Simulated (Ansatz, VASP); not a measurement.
F: VASP beside Ansatz

```
CELL_PARAMETERS angstrom
2.57325 -1.59452 0.00000
2.57325 1.59452 0.00000
-0.56583 0.00000 6.64140
ATOMIC_POSITIONS crystal
F 0.91534 0.59583 0.09796
F 0.40417 0.08466 0.40204
F 0.08466 0.40417 0.90204
F 0.59583 0.91534 0.59796
```

Alike in both runs: task single point; functional PBE; k mesh 10 × 10 × 4; occupations fermi-dirac, width 0.05 eV; no spin polarisation.

|  | VASP | Ansatz |
| --- | --- | --- |
| version | VASP 6.6.1 | Ansatz 0.2.0 |
| potentials or method | VASP PAW PBE potentials, release 64 (F_h) | Ansatz PAW |
| plane-wave cutoff (eV) | 910 | 420 |
| valence electrons in the cell | 28 | 28 |

Ansatz gave:

| Quantity | Value |
| --- | --- |
| gap on the k mesh at the Fermi level (eV) | 2.65 |
| least direct gap on the mesh (eV) | 2.65 |
| rms of the force components (eV/Å) | 0.097 |

Task: Estimate VASP's values.

Result: gap on the k mesh at the Fermi level (eV): 2.65; least direct gap on the mesh (eV): 2.65; rms of the force components (eV/Å): 0.089.

Atom by atom the forces differ by 0.008 eV/Å (rms over components). With one functional, cell and mesh, what is left measures potentials, basis and numerics.

Noted on VASP's run: the cutoff is short for stress, so the pressure is rough. Noted on Ansatz's run: Pulay correction over one GPa.
